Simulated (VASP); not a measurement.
# NbAs: single point with r2SCAN

Crystal: NbAs.

```
Nb As
1.0
     0.00000    2.92602    2.92602
     2.92602    0.00000    2.92602
     2.92602    2.92602    0.00000
Nb As
1 1
Direct
  0.00000 0.00000 0.00000
  0.25000 0.25000 0.25000
```

* Program: VASP 6.6.1
* Task: single point
* Functional: r2SCAN
* Potentials or basis: VASP PAW PBE potentials, release 64 (Nb_sv, As)
* Cutoff: 520 eV
* k mesh: 12 × 12 × 12
* Occupations: gaussian, width 0.1 eV
* Spin: collinear spin
* Starting moments: [1.29, -0.08] μB
* Fixed moment: 1.75 μB

```json
{
  "Pressure": "1.4 GPa",
  "Net moment": "1.75 μB per cell",
  "Site moments": "Nb +1.39; As -0.09 μB",
  "Valence electrons inside the program's atomic spheres": "Nb 10.66; As 2.98"
}
```

It took 2.6 min on 1 thread of Intel(R) Xeon(R) 6975P-C (Granite Rapids), on a shared host, peak memory 0.29 GiB.

Caveat: the PAW data sets were made with another functional, which shifts forces and pressure a little; the total moment is fixed, so each spin has its own Fermi level.
